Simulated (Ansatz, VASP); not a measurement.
**Ga2O3 in VASP and in Ansatz**

```
CELL_PARAMETERS angstrom
2.46734 1.42452 4.43583
-2.46734 1.42452 4.43583
0.00000 -2.84904 4.43583
ATOMIC_POSITIONS crystal
Ga 0.85537 0.85537 0.85537
Ga 0.64463 0.64463 0.64463
Ga 0.14463 0.14463 0.14463
Ga 0.35537 0.35537 0.35537
O 0.75000 0.44636 0.05364
O 0.44636 0.05364 0.75000
O 0.05364 0.75000 0.44636
O 0.25000 0.55364 0.94636
O 0.94636 0.25000 0.55364
O 0.55364 0.94636 0.25000
```

Change from the starting cell: hydrostatic strain -1.0%.

Alike in both runs: task single point; functional PBE; k mesh 6 × 6 × 6; occupations fermi-dirac, width 0.02 eV; no spin polarisation.

|  | VASP | Ansatz |
| --- | --- | --- |
| version | VASP 6.6.1 | Ansatz 0.2.0 |
| potentials or method | VASP PAW PBE potentials, release 64 (Ga_d, O) | plane waves, PAW |
| plane-wave cutoff (eV) | 520 | 420 |
| valence electrons in the cell | 88 | 88 |

|  | VASP | Ansatz | Ansatz less VASP |
| --- | --- | --- | --- |
| gap on the k mesh at the Fermi level (eV) | 3.18 | 3.18 | +0.006 |
| pressure (GPa) | 18.3 | 17.2 | -1.12 |
| traceless stress, the component that is largest in VASP (GPa) | -1.43 | -1.36 | +0.066 |
| rms of the force components (eV/Å) | 0.033 | 0.025 | -0.0082 |

Atom by atom the forces differ by 0.010 eV/Å (rms over components).
